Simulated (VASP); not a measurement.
Write the native input for VASP 6.6.1 that does the following.

- Task: single point
- Functional: PBE
- Dispersion: D3(BJ)
- Potentials or basis: VASP PAW PBE potentials, release 64 (Zn, O)
- Cutoff: 520 eV
- k mesh: 12 × 12 × 6
- Occupations: gaussian, width 0.05 eV
- Spin: no spin polarisation
- Dipole correction: no
- Further INCAR settings: ALGO = Normal; EDIFF = 1e-06; NBANDS = 26

The structure of ZnO lies in POSCAR:

```
ZnO
1.0
    3.4480995154      0.0000000000      0.0000000000
   -1.7240497576      2.9861417751      0.0000000000
    0.0000000000      0.0000000000      5.5354131876
Zn O
2 2
Direct
    0.0000000000      0.0000000000      0.7500000000
    0.0000000000      0.0000000000      0.2500000000
    0.3333333333      0.6666666667      0.2500000000
    0.6666666667      0.3333333333      0.7500000000
```

This cell differs from its parent crystal: ratio of the length along z to the lengths across it x 0.85, volume and fractional coordinates fixed.

The input as run:

INCAR

```
PREC = Accurate
ENCUT = 520
EDIFF = 1E-6
ISMEAR = 0
SIGMA = 0.05
LREAL = False
LASPH = True
NELM = 100
ALGO = Normal
ISIF = 2
LWAVE = False
LCHARG = False
GGA = PE
IVDW = 12
NBANDS = 26
```

KPOINTS

```
regular mesh
0
Gamma
  12 12 6
```

Potentials or basis: VASP PAW PBE potentials, release 64 (Zn, O).

Launch:

```console
$ cat potpaw_PBE.64/Zn/POTCAR potpaw_PBE.64/O/POTCAR > POTCAR
$ mpirun -np 1 vasp_std > vasp.out
```

It gave:

The pressure is -11.9 GPa and the band gap on the k mesh is 0.37 eV. The dispersion energy per atom is -0.189 eV.

Caveat: the stress differs along the axes, from -20 to 3 GPa; semilocal functionals underestimate gaps, and a narrow one can read as zero.

Wall time 2.9 min on 1 thread of Intel Xeon 8259CL (shared host), peak memory 0.24 GiB.
